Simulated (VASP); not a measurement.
Input of a VASP 6.6.1 run:

File INCAR:

```
SYSTEM = C
PREC = Accurate
ENCUT = 520
EDIFF = 1E-6
ISMEAR = 0
SIGMA = 0.1
LREAL = .FALSE.
LASPH = .TRUE.
NELM = 150
ALGO = Normal
ISIF = 2
LWAVE = .FALSE.
LCHARG = .FALSE.
ISPIN = 2
MAGMOM = 1 1 1 1
LORBIT = 11
GGA = PE
NBANDS = 20
```

KPOINTS

```
regular mesh
0
G
  8 8 8
  0 0 0
```

The input POSCAR:

```
C
1.0
   -1.4573983733      1.4573983733      2.9632540511
    1.4573983733     -1.4573983733      2.9632540511
    1.4573983733      1.4573983733     -2.9632540511
C
4
Direct
    0.3750000000      0.0010115832      0.1260115832
    0.7510115832      0.1250000000      0.1260115832
    0.9989884168      0.6250000000      0.8739884168
    0.8750000000      0.2489884168      0.8739884168
```

Potentials or basis: VASP PAW PBE potentials, release 64 (C).

The run is started by

```bash
$ cat potpaw_PBE.64/C/POTCAR > POTCAR
$ mpirun -np 1 vasp_std > vasp.out
```

(1) Estimate the band gap on the k mesh.

(2) What does it give for the largest force?

Answers

(1) zero (filled and empty bands overlap).

(2) 0.004 eV/Å.
